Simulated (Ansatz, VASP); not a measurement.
# One calculation of RbCl, two programs

```
Rb Cl
1.0
     0.00000    3.18854    3.18854
     3.18854    0.00000    3.18854
     3.18854    3.18854    0.00000
Rb Cl
1 1
Direct
  0.00000 0.00000 0.00000
  0.50000 0.50000 0.50000
```

Alike in both runs: task single point; functional LDA; k mesh 6 × 6 × 6; no spin polarisation.

```csv
,VASP,Ansatz
version,VASP 6.6.1,Ansatz 0.2.0
potentials or method,"VASP PAW LDA potentials, release 64 (Rb_sv, Cl)","PAW with Ansatz's default frozen-core files, scalar-relativistic"
plane-wave cutoff (eV),500,420
occupations,"gaussian, width 0.01 eV",fixed
valence electrons in the cell,16,16
```

```tsv
	VASP	Ansatz	Ansatz less VASP
gap on the k mesh at the Fermi level (eV)	4.86	4.85	-0.006
pressure (GPa)	0.0	0.0	-0.04
```

LDA's correlation is that of Perdew and Zunger in VASP and of Perdew and Wang (1992) in Ansatz.
